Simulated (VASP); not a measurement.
# NaCl (P1) in VASP: single point with PBEsol

Aim: the single point of NaCl with PBEsol.

Everything below comes from runs of VASP 6.6.1. Logs are shortened: lines on timing, memory, paths and dates and some standing lists are left out, and cuts for length are marked.

### Step 1. The cell of the first run

The typed cell holds 16 atoms: a = 8.009 Å, b = 8.009 Å, c = 8.009 Å, α = 60.00°, β = 60.00°, γ = 60.00°.

### Step 2. Single point, PBEsol

The input, INCAR:

```
  PREC = Accurate
  ENCUT = 520
  EDIFF = 1E-7
  ISMEAR = -1
  SIGMA = 0.02
  LREAL = Auto
  LASPH = True
  NELM = 60
  ALGO = Normal
  ISIF = 2
  LWAVE = False
  LCHARG = False
  GGA = PS
  NBANDS = 70
```

The input, KPOINTS:

```
Automatic mesh
0
Gamma
  2 2 2
  0.5 0.5 0.5
```

The input, POSCAR:

```
NaCl
1.0
    0.0000000000      5.6635000000     -5.6635000000
    5.6635000000      5.6635000000      0.0000000000
    5.6635000000      0.0000000000     -5.6635000000
Na Cl
8 8
Direct
    0.4874274742      0.0217770813      0.4883216209
    0.5175501015      0.4951674759      0.4920264854
   -0.0103397193      0.0075068421      0.5073491657
   -0.0039616845      0.4835372120      0.5244961596
    0.5007283482     -0.0117307319      0.0114937759
    0.5320275448      0.4947523616     -0.0243434272
    0.0134655249      0.0013805950     -0.0141783350
    0.0223254171      0.4933963097     -0.0052751832
    0.2473269180      0.7444137018      0.2424543127
    0.2458480622      0.2429150702      0.2624046085
    0.7323014037      0.7497724022      0.2673380418
    0.7633972808      0.2417348813      0.2254876843
    0.2451282776      0.7622325417      0.7577452106
    0.2451675642      0.2486159619      0.7582049086
    0.7299217798      0.7603082899      0.7507334687
    0.7525018098      0.2592241547      0.7486732586
```

Potentials or basis: VASP PAW PBE potentials, release 64 (Na_pv, Cl).

Started as:

```console
$ cat potpaw_PBE.64/Na_pv/POTCAR potpaw_PBE.64/Cl/POTCAR > POTCAR
$ mpirun -np 1 vasp_std > vasp.out
```

OUTCAR:

```text
PREC = Accurate
   ENCUT = 520
   EDIFF = 1E-7
   ISMEAR = -1
   LREAL = Auto
   LASPH = True
   NELM = 60
   ISIF = 2
   GGA = PS

 ion  position               nearest neighbor table
   1  0.487  0.022  0.488-  10 2.65
   2  0.518  0.495  0.492-  11 2.66
   3  0.990  0.008  0.507-
   4  0.996  0.484  0.524-  16 2.65
   5  0.501  0.988  0.011-
   6  0.532  0.495  0.976-  16 2.62  15 2.64  12 2.73
   7  0.013  0.001  0.986-  13 2.65  14 2.71  12 2.72
   8  0.022  0.493  0.995-  14 2.73
   9  0.247  0.744  0.242-
  10  0.246  0.243  0.262-   1 2.65
  11  0.732  0.750  0.267-   2 2.66
  12  0.763  0.242  0.225-   7 2.72   6 2.73
  13  0.245  0.762  0.758-   7 2.65
  14  0.245  0.249  0.758-   7 2.71   8 2.73
  15  0.730  0.760  0.751-   6 2.64
  16  0.753  0.259  0.749-   6 2.62   4 2.65

  LATTYP: Found a face centered cubic cell.
 ALAT       =    11.3270000000

  Lattice vectors:

 A1 = (   0.0000000000,   5.6635000000,  -5.6635000000)
 A2 = (   5.6635000000,   5.6635000000,   0.0000000000)
 A3 = (   5.6635000000,   0.0000000000,  -5.6635000000)

Analysis of symmetry for initial positions (statically):
=====================================================================
 Subroutine PRICEL returns:
 Original cell was already a primitive cell.

 Routine SETGRP: Setting up the symmetry group for a
 face centered cubic supercell.

 Subroutine GETGRP returns: Found  1 space group operations
 (whereof  1 operations were pure point group operations)
 out of a pool of 48 trial point group operations.

The static configuration has the point symmetry C_1 .

Analysis of symmetry for dynamics (positions and initial velocities):
=====================================================================
 Subroutine PRICEL returns:
 Original cell was already a primitive cell.

 Routine SETGRP: Setting up the symmetry group for a
 face centered cubic supercell.

 Subroutine GETGRP returns: Found  1 space group operations
 (whereof  1 operations were pure point group operations)
 out of a pool of 48 trial point group operations.

The dynamic configuration has the point symmetry C_1 .

 Subroutine INISYM returns: Found  1 space group operations
 (whereof  1 operations are pure point group operations),
[... 114 lines left out ...]
   NELM   =     60;   NELMIN=  2; NELMDL= -5     # of ELM steps
   EDIFF  = 0.1E-06   stopping-criterion for ELM
   LREAL  =      T    real-space projection
   EDIFFG = 0.1E-05   stopping-criterion for IOM
   NSW    =      0    number of steps for IOM
   IBRION =     -1    ionic relax: 0-MD 1-quasi-New 2-CG
   NFREE  =      0    steps in history (QN), initial steepest desc. (CG)
   ISIF   =      2    stress and relaxation
   ISYM   =      2    0-nonsym 1-usesym 2-fastsym
   POTIM  = 0.5000    time-step for ionic-motion
   TEBEG  =    0.0;   TEEND  =   0.0 temperature during run
   PSTRESS=    0.0 pullay stress
   NELECT =     112.0000    total number of electrons
   NUPDOWN=      -1.0000    fix difference up-down
   EMIN   =  10.00;   EMAX   =-10.00  energy-range for DOS
   EFERMI =   0.00;   METHOD = LEGACY
   ISMEAR =    -1;   SIGMA  =   0.02  broadening in eV -4-tet -1-fermi 0-gaus
   EFERMI_NEDOS =   21; number of points for ismear=-14 and -15
   IALGO  =     38    algorithm
   IMIX   =      4    mixing-type and parameters
     AMIX     =   0.40;   BMIX     =  1.00
     AMIX_MAG =   1.60;   BMIX_MAG =  1.00
  volume/ion in A,a.u.               =      22.71       153.24
  Fermi-wavevector in a.u.,A,eV,Ry     =   1.105909  2.089864 16.640388  1.223034
  Thomas-Fermi vector in A             =   2.242402
   LORBIT       =      0    0 simple, 1 ext, 2 COOP (PROOUT), +10 PAW based schemes
   GGA     = PS    functional components
   LHFCALC =     F    Hartree Fock is set to
   AEXX    =    0.0000 exact exchange contribution
   IVDW    =     0    specifies the selected vdW correction
   LEPSILON=     F    determine dielectric tensor
   LRPA    =     F    only Hartree local field effects (RPA)
 non-spin polarized calculation
  energy-cutoff  :      520.00
  volume of cell :      363.32
 maximum number of plane-waves:      9798
   NGX = 29   NGY = 29   NGZ = 29

 number of electron     112.0000002 magnetization

 Free energy of the ion-electron system (eV)
  ---------------------------------------------------
  ext. energy  EPLUGINS =         0.00000000
  ---------------------------------------------------
  free energy    TOTEN  =       -55.65897354 eV

  energy without entropy =      -55.65897354  energy(sigma->0) =      -55.65897354

 E-fermi :  -0.3106     XC(G=0):  -8.2691

 val. band max:       -0.7729322475   @ k =   0.0000   0.2500   0.0000
 cond. band min:       4.5059850784   @ k =   0.0000   0.2500   0.0000
 fundamental gap:      5.2789173259
 Fermi energy:        -0.3106390493

 k-point     1 :       0.2500    0.2500    0.2500
  band No.  band energies     occupation
      1     -21.7062      2.00000
      2     -21.6988      2.00000
      3     -21.6954      2.00000
      4     -21.6780      2.00000
      5     -21.6744      2.00000
      6     -21.6696      2.00000
[... 1125 lines left out ...]
     67       8.1776      0.00000
     68       8.3631      0.00000
 [bands above 68 left out]

------------------------ aborting loop because EDIFF is reached ----------------------------------------

  FORCE on cell =-STRESS in cart. coord.  units (eV):
  Direction    XX          YY          ZZ          XY          YZ          ZX
  --------------------------------------------------------------------------------------
  -------------------------------------------------------------------------------------
  Total       -0.6396815     -0.6415308     -1.0772397      0.0489406      0.0267689     -0.0258296
  in kB       -2.8209129     -2.8290678     -4.7504880      0.2158216      0.1180475     -0.1139052
  external PRESSURE =      -3.4668229 kB  Pullay stress =       0.0000000 kB

 VOLUME and BASIS-vectors are now :
 -----------------------------------------------------------------------------
  energy-cutoff  :      520.00
  volume of cell :      363.32
      direct lattice vectors                 reciprocal lattice vectors
     0.000000000  5.663500000 -5.663500000    -0.088284630  0.088284630 -0.088284630
     5.663500000  5.663500000  0.000000000     0.088284630  0.088284630  0.088284630
     5.663500000  0.000000000 -5.663500000     0.088284630 -0.088284630 -0.088284630

 POSITION                                       TOTAL-FORCE (eV/Angst)
 -----------------------------------------------------------------------------------
      2.88894      2.88388     -5.52616        -0.083201     -0.038206     -0.264728
      5.59097      5.73553     -5.71774         0.048041     -0.155854      0.206496
      2.91589      5.64746     -8.47831        -0.239742     -0.053920      0.000817
      5.70900      8.37958     -8.61155        -0.008311      0.396123      0.233601
      5.66216      8.43294     -2.90097         0.041381     -0.056276      0.045483
      8.32766      5.81517     -8.53877         0.445005     -0.282743      0.120040
[... 8 lines left out ...]
      8.55778      8.43992     -8.38569        -0.050708      0.359755     -0.174710
      5.70823      5.72991     -8.50190        -0.286435     -0.318664      0.061870
 -----------------------------------------------------------------------------------
    total drift:                               -0.000334     -0.000193      0.000387

  FREE ENERGIE OF THE ION-ELECTRON SYSTEM (eV)
  ---------------------------------------------------
  free  energy   TOTEN  =       -55.6589735419 eV

  energy  without entropy=      -55.6589735419  energy(sigma->0) =      -55.65897354
```

OSZICAR:

```text
N       E                     dE             d eps       ncg     rms          rms(c)
DAV:   1     0.128495181996E+04    0.12850E+04   -0.51821E+04  2240   0.169E+03
DAV:   2     0.156048722641E+03   -0.11289E+04   -0.10801E+04  2376   0.443E+02
DAV:   3    -0.445768114025E+02   -0.20063E+03   -0.19658E+03  2628   0.189E+02
DAV:   4    -0.566240745721E+02   -0.12047E+02   -0.11975E+02  2648   0.456E+01
DAV:   5    -0.570532314581E+02   -0.42916E+00   -0.42833E+00  2960   0.911E+00    0.548E+00
DAV:   6    -0.557346369719E+02    0.13186E+01   -0.25559E+00  2714   0.601E+00    0.396E+00
DAV:   7    -0.556281991419E+02    0.10644E+00   -0.72230E-01  2976   0.300E+00    0.261E+00
DAV:   8    -0.556599123045E+02   -0.31713E-01   -0.80134E-02  2498   0.137E+00    0.695E-01
DAV:   9    -0.556578700417E+02    0.20423E-02   -0.54615E-03  3120   0.356E-01    0.268E-01
DAV:  10    -0.556587964791E+02   -0.92644E-03   -0.20969E-03  2538   0.154E-01    0.638E-02
DAV:  11    -0.556589850804E+02   -0.18860E-03   -0.21502E-04  2744   0.697E-02    0.436E-02
DAV:  12    -0.556589696010E+02    0.15479E-04   -0.98487E-05  2810   0.340E-02    0.143E-02
DAV:  13    -0.556589747253E+02   -0.51243E-05   -0.14891E-05  2600   0.130E-02    0.900E-03
DAV:  14    -0.556589735798E+02    0.11455E-05   -0.33429E-06  2944   0.717E-03    0.280E-03
DAV:  15    -0.556589738997E+02   -0.31987E-06   -0.46210E-07  2232   0.279E-03    0.336E-03
DAV:  16    -0.556589735275E+02    0.37220E-06   -0.30645E-07  2032   0.229E-03    0.102E-03
DAV:  17    -0.556589735419E+02   -0.14374E-07   -0.23875E-08  1408   0.102E-03
   1 F= -.55658974E+02 E0= -.55658974E+02  d E =-.181509E-10
```

stdout:

```text
POSCAR found type information on POSCAR NaCl
 POSCAR found :  2 types and      16 ions
 scaLAPACK will be used
 -----------------------------------------------------------------------------
|                                                                             |
|                                                                             |
|     You enforced a specific xc type in the INCAR file but a different       |
|     I HOPE YOU KNOW WHAT YOU ARE DOING!                                     |
|                                                                             |
 -----------------------------------------------------------------------------

 LDA part: xc-table for (Slater+PW92), standard interpolation
 POSCAR, INCAR and KPOINTS ok, starting setup
 FFT: planning ... GRIDC
 FFT: planning ... GRID_SOFT
 FFT: planning ... GRID
 WAVECAR not read
 entering main loop
```

Wall time 8.5 min (1 thread of Intel Xeon 6975P-C (Granite Rapids), shared host); peak memory 0.59 GiB.

Results:

| Property | Result |
| --- | --- |
| Free energy | -55.6590 eV |
| Pressure | -0.3 GPa |
| Largest force | 0.541 eV/Å |
| Band gap on the k mesh | 5.28 eV |

Forces on the atoms (eV/Å):
```
Na  -0.083 -0.038 -0.265
Na   0.048 -0.156  0.206
Na  -0.240 -0.054  0.001
Na  -0.008  0.396  0.234
Na   0.041 -0.056  0.045
Na   0.445 -0.283  0.120
Na   0.117 -0.232 -0.132
Na   0.203 -0.072  0.088
Cl   0.107 -0.038 -0.228
Cl  -0.039  0.082  0.220
Cl  -0.213  0.206 -0.036
Cl   0.351  0.031 -0.171
Cl  -0.342 -0.125  0.095
Cl  -0.050  0.299 -0.064
Cl  -0.051  0.360 -0.175
Cl  -0.286 -0.319  0.062
```

Levels at points of the mesh, in eV from the valence-band top:
```tsv
k point	band 52	band 53	band 54	band 55	band 56	band 57	band 58	band 59	band 60	band 61
(0.25, 0.25, 0.25)	-0.29	-0.27	-0.24	-0.06	-0.02	5.28	6.84	7.30	7.32	7.36
```

Caveat: the atoms stand as in a frame of molecular dynamics; the PAW data sets were made with another functional, which shifts forces and pressure a little; a shifted mesh leaves out Γ, where band edges can lie.
